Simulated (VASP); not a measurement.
Wanted: the native input for a VASP 6.6.1 run.

```
Task                   : single point
Functional             : PBEsol
Potentials or basis    : VASP PAW PBE potentials, release 64 (Hf_pv, Si, O)
Cutoff                 : 520 eV
k mesh                 : 6 × 6 × 6
Occupations            : gaussian, width 0.02 eV
Spin                   : no spin polarisation
Dipole correction      : no
Further INCAR settings : ALGO = Normal; EDIFF = 1e-06; NBANDS = 50
```

The structure of HfSiO4 lies in POSCAR:

```
HfSiO4
1.0
   -3.2909133274      3.2909133274      2.9829767987
    3.2909133274     -3.2909133274      2.9829767987
    3.2909133274      3.2909133274     -2.9829767987
Hf Si O
2 2 8
Direct
    0.7500000000      0.2500000000      0.5000000000
    0.0000000000      0.0000000000      0.0000000000
    0.2500000000      0.7500000000      0.5000000000
    0.5000000000      0.5000000000      0.0000000000
    0.1333548340      0.3181879577      0.8151668763
    0.0681879577      0.7530210814      0.6848331237
    0.5030210814      0.3181879577      0.1848331237
    0.0681879577      0.3833548340      0.3151668763
    0.6166451660      0.9318120423      0.6848331237
    0.6818120423      0.8666451660      0.1848331237
    0.2469789186      0.9318120423      0.3151668763
    0.6818120423      0.4969789186      0.8151668763
```

The input as run:

INCAR

```
SYSTEM = HfSiO4
PREC = Accurate ; ENCUT = 520
EDIFF = 1E-6 ; ISMEAR = 0
SIGMA = 0.02 ; LREAL = .FALSE.
LASPH = .TRUE. ; NELM = 80
ALGO = Normal ; ISIF = 2
LWAVE = .FALSE. ; LCHARG = .FALSE.
GGA = PS ; NBANDS = 50
```

KPOINTS

```
regular mesh
0
G
  6 6 6
  0 0 0
```

Potentials or basis: VASP PAW PBE potentials, release 64 (Hf_pv, Si, O).

Launch:

```bash
$ cat potpaw_PBE.64/Hf_pv/POTCAR potpaw_PBE.64/Si/POTCAR potpaw_PBE.64/O/POTCAR > POTCAR
$ mpirun -np 1 vasp_std > vasp.out
```

Results of the run:

| Property | Result |
| --- | --- |
| Pressure | -1.3 GPa |
| Largest force | 0.231 eV/Å |
| Band gap on the k mesh | 5.34 eV, indirect (least direct gap 5.69 eV) |

Caveat: the PAW data sets were made with another functional, which shifts forces and pressure a little; spin-orbit coupling is left out, which moves the levels of the heavy elements.

It took 2.3 min on 1 thread of Intel(R) Xeon(R) Platinum 8488C (Sapphire Rapids), on a shared host, peak memory 0.34 GiB.
